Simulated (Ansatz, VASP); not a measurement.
## Two plane-wave programs on Re

```xyz
2
Lattice="2.7962 0.0000 0.0000 -1.3981 2.4216 0.0000 0.0000 0.0000 4.5175" Properties=species:S:1:pos:R:3 pbc="T T T"
Re    0.0000    1.6144    0.9179
Re    1.3981    0.8072    3.5996
```

Change from the starting cell: mode 4 frozen in at -0.208 Å, equal normal strain along x, y and z +0.0167.

Alike in both runs: task single point; functional PBEsol; k mesh 18 × 18 × 10; occupations gaussian, width 0.15 eV; no spin polarisation.

|  | VASP | Ansatz |
| --- | --- | --- |
| version | VASP 6.6.1 | Ansatz 0.2.0 |
| potentials or method | VASP PAW PBE potentials, release 64 (Re_sv_GW), cutoff 560 eV | scalar-relativistic, plane waves, PAW |
| valence electrons in the cell | 30 | 30 |

```csv
,VASP,Ansatz,Ansatz less VASP
gap on the k mesh at the Fermi level (eV),none,none,-
pressure (GPa),9.3,11.0,+1.77
"traceless stress, the component that is largest in VASP (GPa)",11.10,11.02,-0.075
rms of the force components (eV/Å),3.100,3.106,+0.0060
```

VASP's potentials were made for PBE, not for PBEsol. Atom by atom the forces differ by 0.006 eV/Å (rms over components). A gap of «none» marks a metal or a gap that the smearing closes. The functional is the same, so the differences come from potentials, cutoffs and numerics.

Neither program's run includes spin-orbit coupling.
